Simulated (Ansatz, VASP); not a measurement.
# SiC in VASP and in Ansatz

```
CELL_PARAMETERS angstrom
3.04524 0.00000 0.00000
-1.52262 2.63725 0.00000
0.00000 0.00000 5.04800
ATOMIC_POSITIONS crystal
Si 0.33333 0.66667 0.00000
Si 0.66667 0.33333 0.50000
C 0.33333 0.66667 0.38500
C 0.66667 0.33333 0.88500
```

Change from the starting cell: equal xx and yy strain of -1 %.

Alike in both runs: task single point; functional PBE; k mesh 15 × 15 × 8; occupations fermi-dirac, width 0.08 eV; no spin polarisation.

|  | VASP | Ansatz |
| --- | --- | --- |
| version | VASP 6.6.1 | Ansatz 0.2.0 |
| potentials or method | VASP PAW PBE potentials, release 64 (Si, C), cutoff 520 eV | all-electron LAPW, scalar-relativistic |

Ansatz gave:

```
pressure (GPa)                                                : 8.7
traceless stress, the component that is largest in VASP (GPa) : -7.40
rms of the force components (eV/Å)                            : 0.501
```

Q: Which values does VASP return?

A: Pressure (GPa): 8.7; traceless stress, the component that is largest in VASP (GPa): -7.43; rms of the force components (eV/Å): 0.501.

Atom by atom the forces differ by 0.000 eV/Å (rms over components). Ansatz ran all-electron here, and VASP with PAW potentials.
